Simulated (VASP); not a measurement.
A run of VASP 6.6.1 is set up as follows.

File INCAR:

```
ALGO = Normal
EDIFF = 1E-6
ENCUT = 520
GGA = RP
ISIF = 2
ISMEAR = -1
LASPH = T
LCHARG = F
LREAL = F
LWAVE = F
NBANDS = 12
NELM = 80
PREC = Accurate
SIGMA = 0.1
```

KPOINTS

```
k-points
0
Gamma
  17 17 17
```

File POSCAR:

```
Cr
1.0
    0.0000000000      1.8492328896      1.8492328896
    1.8492328896      0.0000000000      1.8492328896
    1.8492328896      1.8492328896      0.0000000000
Cr
1
Direct
    0.0000000000      0.0000000000      0.0000000000
```

Potentials or basis: VASP PAW PBE potentials, release 64 (Cr_pv).

Run with:

```sh
$ cat potpaw_PBE.64/Cr_pv/POTCAR > POTCAR
$ mpirun -np 1 vasp_std > vasp.out
```

Question: What does it give for the pressure?

Answer: -8.4 GPa.

Question: What does it give for the band gap on the k mesh?

Answer: Zero (band 6 reaches 11.91 eV, above the bottom of band 7 at 9.24 eV).

Caveat: the PAW data sets were made with another functional, which shifts forces and pressure a little; the run has no spin polarisation, though such a crystal can be magnetic. Spin polarisation is off, so any magnetic state and its effect on volume and gap are missing.
